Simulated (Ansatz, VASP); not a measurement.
# ZnS: VASP beside Ansatz

```
CELL_PARAMETERS angstrom
3.88676 0.00000 0.00000
-1.94338 3.36604 0.00000
0.00000 0.00000 19.05655
ATOMIC_POSITIONS crystal
Zn 0.33333 0.66667 0.83333
Zn 0.66667 0.33333 0.33333
Zn 0.66667 0.33333 0.66667
Zn 0.33333 0.66667 0.16667
Zn 0.00000 0.00000 0.50000
Zn 0.00000 0.00000 0.00000
S 0.33333 0.66667 0.95833
S 0.66667 0.33333 0.45833
S 0.66667 0.33333 0.79167
S 0.33333 0.66667 0.29167
S 0.00000 0.00000 0.62500
S 0.00000 0.00000 0.12500
```

Alike in both runs: task single point; functional PBEsol; dispersion D3(BJ); k mesh 8 × 8 × 2; occupations fermi-dirac, width 0.05 eV; no spin polarisation.

|  | VASP | Ansatz |
| --- | --- | --- |
| version | VASP 6.6.1 | Ansatz 0.2.0 |
| potentials or method | VASP PAW PBE potentials, release 64 (Zn, S) | Ansatz PAW |
| plane-wave cutoff (eV) | 520 | 420 |
| valence electrons in the cell | 108 | 108 |

|  | VASP | Ansatz | Ansatz less VASP |
| --- | --- | --- | --- |
| gap on the k mesh at the Fermi level (eV) | 1.78 | 1.78 | -0.003 |
| least direct gap on the mesh (eV) | 1.78 | 1.78 | -0.003 |
| pressure (GPa) | -6.9 | -7.1 | -0.16 |
| rms of the force components (eV/Å) | 0.008 | 0.008 | 0.0000 |

VASP's potentials were made for PBE, not for PBEsol. Atom by atom the forces differ by 0.000 eV/Å (rms over components).
